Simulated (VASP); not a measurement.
Wanted: the native input for a VASP 6.6.1 run.

| Item | Value |
| --- | --- |
| Task | relaxation of cell and atoms |
| Functional | PBEsol |
| Potentials or basis | VASP PAW PBE potentials, release 64 (Zr_sv, Si) |
| Cutoff | 600 eV |
| k mesh | 10 × 10 × 10 |
| Occupations | gaussian, width 0.1 eV |
| Spin | no spin polarisation |
| Dipole correction | no |
| Further INCAR settings | ALGO = Normal; EDIFF = 1e-06; IBRION = 2; EDIFFG = -0.005; NSW = 100; ISIF = 3 |

The structure of ZrSi2 lies in POSCAR:

```
ZrSi2
1.0
    1.8530000000     -7.3675000000      0.0000000000
    1.8530000000      7.3675000000      0.0000000000
    0.0000000000      0.0000000000      3.6720000000
Zr Si
2 4
Direct
    0.8946000000      0.1054000000      0.7500000000
    0.1054000000      0.8946000000      0.2500000000
    0.5522000000      0.4478000000      0.7500000000
    0.4478000000      0.5522000000      0.2500000000
    0.2496000000      0.7504000000      0.7500000000
    0.7504000000      0.2496000000      0.2500000000
```

The input as run:

INCAR

```
  PREC = Accurate
  ENCUT = 600
  EDIFF = 1E-6
  ISMEAR = 0
  SIGMA = 0.1
  LREAL = F
  LASPH = T
  NELM = 100
  ALGO = Normal
  ISIF = 3
  LWAVE = F
  LCHARG = F
  GGA = PS
  IBRION = 2
  NSW = 100
  EDIFFG = -0.005
```

KPOINTS

```
regular mesh
0
Gamma
  10 10 10
```

Potentials or basis: VASP PAW PBE potentials, release 64 (Zr_sv, Si).

Command:

```console
$ cat potpaw_PBE.64/Zr_sv/POTCAR potpaw_PBE.64/Si/POTCAR > POTCAR
$ mpirun -np 1 vasp_std > vasp.out
```

It gave:

```yaml
Relaxed_volume: 16.33 Å³/atom
Relaxed_cell: a = 7.515 Å, b = 7.515 Å, c = 3.658 Å, α = 90.00°, β = 90.00°, γ = 151.69°
Space_group_after_relaxing_to_0.05_Å: Cmcm (No. 63)
Energy_gained_by_relaxing: 4.4 meV/atom
Ionic_steps: 9
Pressure_after_relaxing: 0.0 GPa
Largest_force_after_relaxing: 0.004 eV/Å
Band_gap_on_the_k_mesh: zero (band 20 reaches 10.79 eV, above the bottom of band 21 at 9.78 eV)
```

Caveat: the PAW data sets were made with another functional, which shifts forces and pressure a little.

Wall time 51 min on 1 thread of Intel(R) Xeon(R) Platinum 8488C (Sapphire Rapids) (shared host), peak memory 0.68 GiB.
